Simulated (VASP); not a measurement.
A run of VASP 6.6.1 is set up as follows.

File INCAR:

```
SYSTEM = Fe
PREC = Accurate
ENCUT = 600
EDIFF = 1E-6
ISMEAR = -1
SIGMA = 0.1
LREAL = .FALSE.
LASPH = .TRUE.
NELM = 120
ALGO = Normal
ISIF = 2
LWAVE = .FALSE.
LCHARG = .FALSE.
NBANDS = 23
GGA_COMPAT = .FALSE.
```

KPOINTS

```
Automatic mesh
0
G
  11 11 11
  0 0 0
```

The input POSCAR:

```
Fe
1.0
    0.0000000000      2.3780883197      2.3780883197
    2.3780883197      0.0000000000      2.3780883197
    2.3780883197      2.3780883197      0.0000000000
Fe
2
Direct
    0.1250000000      0.1250000000      0.1250000000
    0.8750000000      0.8750000000      0.8750000000
```

Potentials or basis: VASP PAW LDA potentials, release 64 (Fe_sv).

Command:

```console
$ cat potpaw_LDA.64/Fe_sv/POTCAR > POTCAR
$ mpirun -np 1 vasp_std > vasp.out
```

**Question.** Estimate the pressure.

**Answer.** -2.6 GPa.

**Question.** Estimate the band gap on the k mesh.

**Answer.** Zero (band 16 reaches 9.41 eV, above the bottom of band 17 at 8.67 eV).

Caveat: the run has no spin polarisation, though such a crystal can be magnetic. Spin polarisation is off, so any magnetic state and its effect on volume and gap are missing.
